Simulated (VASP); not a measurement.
A run of VASP 6.6.1 is set up as follows.

File INCAR:

```
SYSTEM = PtSe2
PREC     = Accurate       ! precision mode
ENCUT    = 520            ! plane-wave cutoff, eV
EDIFF    = 1E-7           ! SCF threshold, eV
ISMEAR   = -1             ! smearing method
SIGMA    = 0.3            ! smearing width, eV
LREAL    = .False.        ! projectors in reciprocal space
LASPH    = .True.         ! aspherical terms in the spheres
NELM     = 100            ! most SCF steps
ALGO     = Normal         ! electronic algorithm
ISIF     = 2              ! what is computed and relaxed
LWAVE    = .False.        ! write WAVECAR
LCHARG   = .False.        ! write CHGCAR
GGA      = PE             ! functional
NBANDS   = 18             ! bands
```

KPOINTS

```
regular mesh
0
Gamma
  9 9 6
  0 0 0
```

POSCAR

```
PtSe2
1.0
    3.7240000000      0.0000000000      0.0000000000
   -1.8620000000      3.2250786000      0.0000000000
    0.0000000000      0.0000000000      5.0620000000
Pt Se
1 2
Direct
    0.0000000000      0.0000000000      0.0000000000
    0.3333333333      0.6666666667      0.2500000000
    0.6666666667      0.3333333333      0.7500000000
```

Potentials or basis: VASP PAW PBE potentials, release 64 (Pt, Se).

Launch:

```bash
$ cat potpaw_PBE.64/Pt/POTCAR potpaw_PBE.64/Se/POTCAR > POTCAR
$ mpirun -np 1 vasp_std > vasp.out
```

Problem. Estimate the pressure.

Solution. 7.7 GPa.

Problem. Estimate the largest force.

Solution. 0.667 eV/Å.

Forces on the atoms (eV/Å):
```
Pt   0.000  0.000  0.000
Se   0.000  0.000  0.667
Se   0.000  0.000 -0.667
```
